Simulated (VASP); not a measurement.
Runs of VASP 6.6.1 on Li. The cells are those of the table. 

```tsv
cell	gap on the mesh (eV)	largest force (eV/Å)
a = 5.654, b = 4.658, c = 6.220 Å, angles 93.5, 92.2, 64.6°, 16 atoms	none	1.71
a = 5.675, b = 4.806, c = 6.231 Å, angles 96.0, 93.6, 79.6°, 16 atoms	none	2.41
a = 5.930, b = 6.098, c = 6.508 Å, angles 94.1, 91.4, 88.1°, 16 atoms	none	1.67
a = 5.724, b = 5.740, c = 6.085 Å, angles 92.1, 95.6, 79.6°, 16 atoms	none	(a)
a = 7.094 Å, 16 atoms	none	(b)
```

Alike in all rows: task single point; level PBE; potentials or basis VASP PAW PBE potentials, release 64 (Li_sv); no spin polarisation; k mesh 2 × 2 × 2; cutoff (eV) 520; smearing fermi-dirac 0.1 eV.

**Question.** Estimate the missing entries.

**Answer.** (a) 2.22; (b) 0.96.

Caveats: all runs use coarse meshes; forces of over 1 eV/Å act on the atoms, so gaps and moduli don't describe the material at rest (some runs).

A gap of «none» marks levels without a gap at the run's occupations.
